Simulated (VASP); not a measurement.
# ScAlN2 (Fd-3m) in VASP: single point with PBE

Aim: the single point of ScAlN2 with PBE.

Everything below comes from runs of VASP 6.6.1. Logs are shortened: lines on timing, memory, paths and dates and some standing lists are left out, and cuts for length are marked.

## Step 1: The cell of the first run

The structure is cubic, space group Fd-3m (No. 227). The conventional cell has a = 9.386 Å, b = 9.386 Å, c = 9.386 Å, α = 90.00°, β = 90.00°, γ = 90.00°. Within 2.7 Å of Sc (site symmetry -43m) lie 4 N at 2.03 Å. Al (site symmetry -43m) has 12 N at 3.89 Å and 10 Sc at 4.06 to 4.69 Å and 4 Al at 4.06 Å within 5.1 Å. N (site symmetry -3m) has 2 Sc at 2.03 Å within 2.7 Å.

## Step 2: Single point, PBE, collinear spin

INCAR reads:

```
PREC     = Accurate       # precision mode
ENCUT    = 520            # plane-wave cutoff, eV
EDIFF    = 1E-7           # SCF threshold, eV
ISMEAR   = 0              # smearing method
SIGMA    = 0.1            # smearing width, eV
LREAL    = F              # projectors in reciprocal space
LASPH    = T              # aspherical terms in the spheres
NELM     = 150            # most SCF steps
ALGO     = Normal         # electronic algorithm
ISIF     = 2              # what is computed and relaxed
LWAVE    = F              # write WAVECAR
LCHARG   = F              # write CHGCAR
ISPIN    = 2              # spin polarisation
MAGMOM   = 0 0 -0.12 -0.12 0.88 0.88 0.88 0.88 # initial moments
LORBIT   = 11             # projections on sites
LMAXMIX  = 4              # l up to which the mixer works
GGA      = PE             # functional
NBANDS   = 38             # bands
```

KPOINTS reads:

```
Automatic mesh
0
Gamma
  8 8 8
```

POSCAR reads:

```
ScAlN2
1.0
    0.0000000000      4.6930009023      4.6930009023
    4.6930009023      0.0000000000      4.6930009023
    4.6930009023      4.6930009023      0.0000000000
Sc Al N
2 2 4
Direct
    0.5000000000      0.5000000000      0.5000000000
    0.7500000000      0.7500000000      0.7500000000
    0.2500000000      0.2500000000      0.2500000000
    0.0000000000      0.0000000000      0.0000000000
    0.6250000000      0.6250000000      0.6250000000
    0.6250000000      0.6250000000      0.1250000000
    0.6250000000      0.1250000000      0.6250000000
    0.1250000000      0.6250000000      0.6250000000
```

Potentials or basis: VASP PAW PBE potentials, release 64 (Sc_sv, Al, N).

Started as:

```bash
cat potpaw_PBE.64/Sc_sv/POTCAR potpaw_PBE.64/Al/POTCAR potpaw_PBE.64/N/POTCAR > POTCAR
mpirun -np 1 vasp_std > vasp.out
```

OUTCAR:

```text
PREC = Accurate
   ENCUT = 520
   EDIFF = 1E-7
   ISMEAR = 0
   LREAL = F
   LASPH = T
   NELM = 150
   ISIF = 2
   ISPIN = 2
   LORBIT = 11
   GGA = PE

 ion  position               nearest neighbor table
   1  0.500  0.500  0.500-   5 2.03   6 2.03   7 2.03   8 2.03
   2  0.750  0.750  0.750-   5 2.03   6 2.03   7 2.03   8 2.03
   3  0.250  0.250  0.250-
   4  0.000  0.000  0.000-
   5  0.625  0.625  0.625-   1 2.03   2 2.03
   6  0.625  0.625  0.125-   1 2.03   2 2.03
   7  0.625  0.125  0.625-   1 2.03   2 2.03
   8  0.125  0.625  0.625-   1 2.03   2 2.03

  LATTYP: Found a face centered cubic cell.
 ALAT       =     9.3860018046

  Lattice vectors:

 A1 = (   0.0000000000,   4.6930009023,   4.6930009023)
 A2 = (   4.6930009023,   0.0000000000,   4.6930009023)
 A3 = (   4.6930009023,   4.6930009023,   0.0000000000)

Analysis of symmetry for initial positions (statically):
=====================================================================
 Subroutine PRICEL returns:
 Original cell was already a primitive cell.

 Routine SETGRP: Setting up the symmetry group for a
 face centered cubic supercell.

 Subroutine GETGRP returns: Found 48 space group operations
 (whereof 24 operations were pure point group operations)
 out of a pool of 48 trial point group operations.

The static configuration has the point symmetry T_d .
 The point group associated with its full space group is O_h .

Analysis of symmetry for dynamics (positions and initial velocities):
=====================================================================
 Subroutine PRICEL returns:
 Original cell was already a primitive cell.

 Routine SETGRP: Setting up the symmetry group for a
 face centered cubic supercell.

 Subroutine GETGRP returns: Found 48 space group operations
 (whereof 24 operations were pure point group operations)
 out of a pool of 48 trial point group operations.

The dynamic configuration has the point symmetry T_d .
 The point group associated with its full space group is O_h .

Analysis of structural, dynamic, and magnetic symmetry:
=====================================================================
 Subroutine PRICEL returns:
 Original cell was already a primitive cell.

 Routine SETGRP: Setting up the symmetry group for a
 face centered cubic supercell.

 Subroutine GETGRP returns: Found 48 space group operations
 (whereof 24 operations were pure point group operations)
 out of a pool of 48 trial point group operations.

The overall configuration has the point symmetry T_d .
 The point group associated with its full space group is O_h .

 Subroutine INISYM returns: Found 48 space group operations
 (whereof 24 operations are pure point group operations),
 and found     1 'primitive' translations

----------------------------------------------------------------------------------------

                                     Primitive cell

  volume of cell :     206.7197

  direct lattice vectors                    reciprocal lattice vectors
     0.000000000  4.693000902  4.693000902    -0.106541637  0.106541637  0.106541637
     4.693000902  0.000000000  4.693000902     0.106541637 -0.106541637  0.106541637
     4.693000902  4.693000902  0.000000000     0.106541637  0.106541637 -0.106541637

  length of vectors
     6.636905524  6.636905524  6.636905524     0.184535529  0.184535529  0.184535529

  position of ions in fractional coordinates (direct lattice)
     0.500000000  0.500000000  0.500000000
     0.750000000  0.750000000  0.750000000
     0.250000000  0.250000000  0.250000000
     0.000000000  0.000000000  0.000000000
     0.625000000  0.625000000  0.625000000
     0.625000000  0.625000000  0.125000000
     0.625000000  0.125000000  0.625000000
     0.125000000  0.625000000  0.625000000

  ion indices of the primitive-cell ions
   primitive index   ion index
                 1           1
                 2           2
                 3           3
                 4           4
                 5           5
                 6           6
                 7           7
                 8           8

----------------------------------------------------------------------------------------

 KPOINTS: Automatic mesh

Automatic generation of k-mesh.
 Grid dimensions read from file:
 generate k-points for:    8    8    8

[... 53 lines left out ...]
 SYSTEM =  unknown system
   PREC   = accura    normal or accurate (medium, high low for compatibility)
   ISTART =      0    job   : 0-new  1-cont  2-samecut
   ICHARG =      2    charge: 1-file 2-atom 10-const
   ISPIN  =      2    spin polarized calculation?
   LNONCOLLINEAR =      F non collinear calculations
   LSORBIT =      F    spin-orbit coupling
   LASPH  =      T    aspherical Exc in radial PAW
   ENCUT  =  520.0 eV  38.22 Ry    6.18 a.u.  12.34 12.34 12.34*2*pi/ulx,y,z
   NELM   =    150;   NELMIN=  2; NELMDL= -5     # of ELM steps
   EDIFF  = 0.1E-06   stopping-criterion for ELM
   LREAL  =      F    real-space projection
   EDIFFG = 0.1E-05   stopping-criterion for IOM
   NSW    =      0    number of steps for IOM
   IBRION =     -1    ionic relax: 0-MD 1-quasi-New 2-CG
   NFREE  =      0    steps in history (QN), initial steepest desc. (CG)
   ISIF   =      2    stress and relaxation
   ISYM   =      2    0-nonsym 1-usesym 2-fastsym
   POTIM  = 0.5000    time-step for ionic-motion
   TEBEG  =    0.0;   TEEND  =   0.0 temperature during run
   PSTRESS=    0.0 pullay stress
   NELECT =      48.0000    total number of electrons
   NUPDOWN=      -1.0000    fix difference up-down
   EMIN   =  10.00;   EMAX   =-10.00  energy-range for DOS
   EFERMI =   0.00;   METHOD = LEGACY
   ISMEAR =     0;   SIGMA  =   0.10  broadening in eV -4-tet -1-fermi 0-gaus
   EFERMI_NEDOS =   21; number of points for ismear=-14 and -15
   IALGO  =     38    algorithm
   IMIX   =      4    mixing-type and parameters
     AMIX     =   0.40;   BMIX     =  1.00
     AMIX_MAG =   1.60;   BMIX_MAG =  1.00
  volume/ion in A,a.u.               =      25.84       174.38
  Fermi-wavevector in a.u.,A,eV,Ry     =   1.006224  1.901487 13.775714  1.012486
  Thomas-Fermi vector in A             =   2.138953
   LORBIT       =     11    0 simple, 1 ext, 2 COOP (PROOUT), +10 PAW based schemes
   GGA     = PE    functional components
   LHFCALC =     F    Hartree Fock is set to
   AEXX    =    0.0000 exact exchange contribution
   IVDW    =     0    specifies the selected vdW correction
   LEPSILON=     F    determine dielectric tensor
   LRPA    =     F    only Hartree local field effects (RPA)
 spin polarized calculation
 Gauss-broadening in eV      SIGMA  =   0.10
  energy-cutoff  :      520.00
  volume of cell :      206.72
 maximum number of plane-waves:      5612
 NGX is ok and might be reduce to    50
   NGX = 25   NGY = 25   NGZ = 25

 number of electron      48.0000002 magnetization       0.0212264

 number of electron      48.0000002 magnetization      -0.0013097

 Free energy of the ion-electron system (eV)
  ---------------------------------------------------
  ext. energy  EPLUGINS =         0.00000000
  ---------------------------------------------------
  free energy    TOTEN  =       -45.67645225 eV

  energy without entropy =      -45.64255155  energy(sigma->0) =      -45.65950190

 E-fermi :  -0.0436     XC(G=0):  -7.6839

 val. band max:       -0.0485719019   @ k =   0.5000   0.2500   0.0000
 cond. band min:      -0.0180426026   @ k =  -0.3750   0.1250   0.0000
 fundamental gap:      0.0305292993
 Fermi energy:        -0.0435510906

 spin component 1

 k-point     1 :       0.0000    0.0000    0.0000
  band No.  band energies     occupation
      1     -46.2165      1.00000
      2     -46.2121      1.00000
      3     -25.0558      1.00000
      4     -25.0558      1.00000
      5     -25.0558      1.00000
      6     -24.9909      1.00000
[... 925 lines left out ...]
     35       6.1336      0.00000
     36       6.2822      0.00000

 [... further k-points ...]

 spin component 2

 k-point     1 :       0.0000    0.0000    0.0000
  band No.  band energies     occupation
      1     -46.2165      1.00000
      2     -46.2121      1.00000
      3     -25.0558      1.00000
      4     -25.0558      1.00000
      5     -25.0558      1.00000
      6     -24.9909      1.00000
[... 925 lines left out ...]
     35       6.1336      0.00000
     36       6.2821      0.00000

 [... further k-points ...]

 [bands above 36 left out]

------------------------ aborting loop because EDIFF is reached ----------------------------------------

  FORCE on cell =-STRESS in cart. coord.  units (eV):
  Direction    XX          YY          ZZ          XY          YZ          ZX
  --------------------------------------------------------------------------------------
  -------------------------------------------------------------------------------------
  Total       -0.9919894     -0.9919894     -0.9919894     -0.0000000      0.0000000     -0.0000000
  in kB       -7.6883955     -7.6883955     -7.6883955     -0.0000000      0.0000000     -0.0000000
  external PRESSURE =      -7.6883955 kB  Pullay stress =       0.0000000 kB

 VOLUME and BASIS-vectors are now :
 -----------------------------------------------------------------------------
  energy-cutoff  :      520.00
  volume of cell :      206.72
      direct lattice vectors                 reciprocal lattice vectors
     0.000000000  4.693000902  4.693000902    -0.106541637  0.106541637  0.106541637
     4.693000902  0.000000000  4.693000902     0.106541637 -0.106541637  0.106541637
     4.693000902  4.693000902  0.000000000     0.106541637  0.106541637 -0.106541637

 POSITION                                       TOTAL-FORCE (eV/Angst)
 -----------------------------------------------------------------------------------
      4.69300      4.69300      4.69300        -0.000000      0.000000      0.000000
      7.03950      7.03950      7.03950         0.000000     -0.000000     -0.000000
      2.34650      2.34650      2.34650        -0.000000     -0.000000     -0.000000
      0.00000      0.00000      0.00000         0.000000      0.000000      0.000000
      5.86625      5.86625      5.86625         0.000000     -0.000000      0.000000
      3.51975      3.51975      5.86625         0.000000     -0.000000      0.000000
      3.51975      5.86625      3.51975         0.000000     -0.000000      0.000000
      5.86625      3.51975      3.51975         0.000000     -0.000000      0.000000
 -----------------------------------------------------------------------------------
    total drift:                               -0.000000     -0.000000      0.000000

  FREE ENERGIE OF THE ION-ELECTRON SYSTEM (eV)
  ---------------------------------------------------
  free  energy   TOTEN  =       -45.6764522529 eV

  energy  without entropy=      -45.6425515466  energy(sigma->0) =      -45.65950190

 total charge

# of ion       s       p       d       tot
------------------------------------------
    1        2.275   6.268   1.331   9.875
    2        2.275   6.268   1.331   9.875
    3        0.653   0.056   0.000   0.709
    4        0.653   0.056   0.000   0.709
    5        1.311   2.229   0.000   3.540
    6        1.311   2.229   0.000   3.540
    7        1.311   2.229   0.000   3.540
    8        1.311   2.229   0.000   3.540
--------------------------------------------------
tot         11.102  21.564   2.662  35.328

 magnetization (x)

# of ion       s       p       d       tot
------------------------------------------
    1        0.000  -0.000   0.000  -0.000
    2        0.000  -0.000   0.000  -0.000
    3        0.000   0.000   0.000   0.000
    4        0.000   0.000   0.000   0.000
    5       -0.000  -0.000   0.000  -0.000
    6       -0.000  -0.000   0.000  -0.000
    7       -0.000  -0.000   0.000  -0.000
    8       -0.000  -0.000   0.000  -0.000
--------------------------------------------------
tot         -0.000  -0.001   0.000  -0.001
```

It took 19 min on 1 thread of Intel Xeon 6975P-C (Granite Rapids), shared host; peak memory 0.65 GiB.

Results:

```
Free energy                                           : -45.6765 eV
Pressure                                              : -0.8 GPa
Band gap on the k mesh                                : zero (filled and empty bands overlap)
Net moment                                            : 0.00 μB per cell
Valence electrons inside the program's atomic spheres : Sc 9.88; Al 0.71; N 3.54
```

The gap in the log of VASP goes by the Fermi energy; the results here count the filled bands.